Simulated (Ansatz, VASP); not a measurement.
# Two plane-wave programs on YTl2OsC6N6

```xyz
16
Lattice="0.0000 5.5471 5.5471 5.5471 0.0000 5.5471 5.5471 5.5471 0.0000" Properties=species:S:1:pos:R:3 pbc="T T T"
Y     5.5471    5.5471    5.5471
Tl    2.7736    2.7736    2.7736
Tl    8.3207    8.3207    8.3207
Os    0.0000    0.0000    0.0000
C     2.0164    5.5471    5.5471
C     5.5471    2.0164    5.5471
C     5.5471    5.5471    2.0164
C     9.0778    5.5471    5.5471
C     5.5471    9.0778    5.5471
C     5.5471    5.5471    9.0778
N     3.1961    5.5471    5.5471
N     5.5471    3.1961    5.5471
N     5.5471    5.5471    3.1961
N     7.8981    5.5471    5.5471
N     5.5471    7.8981    5.5471
N     5.5471    5.5471    7.8981
```

Alike in both runs: functional PBE; k mesh 4 × 4 × 4; occupations gaussian, width 0.1 eV; collinear spin.

Ansatz relaxed the structure, and its values are those at the end. VASP's run is a single point on that final structure, the one shown.

```csv
,VASP,Ansatz
version,VASP 6.6.1,Ansatz 0.2.0
potentials or method,"VASP PAW PBE potentials, release 64 (Y_sv, Tl_d, Os, C, N), cutoff 520 eV","scalar-relativistic, plane waves, PAW"
valence electrons in the cell,99,107
```

|  | VASP | Ansatz | Ansatz less VASP |
| --- | --- | --- | --- |
| gap on the k mesh at the Fermi level (eV) | none | none | - |
| pressure (GPa) | 0.5 | 0.2 | -0.38 |
| rms of the force components (eV/Å) | 0.142 | 0.004 | -0.1383 |
| net moment per atom (μB) | 0.00 | 0.00 | -0.002 |

A gap of «none» marks a metal or a gap that the smearing closes. One of these differences is far larger than is usual between the two programs; its cause wasn't traced. VASP's potentials hold 99 valence electrons a cell and Ansatz's 107, so a difference there can come from the potentials and not from the codes. Ansatz's warnings: seeded moment not kept.

Spin-orbit coupling is off throughout. Noted on VASP's run: the standard files for N, O and F lose accuracy on very short bonds.
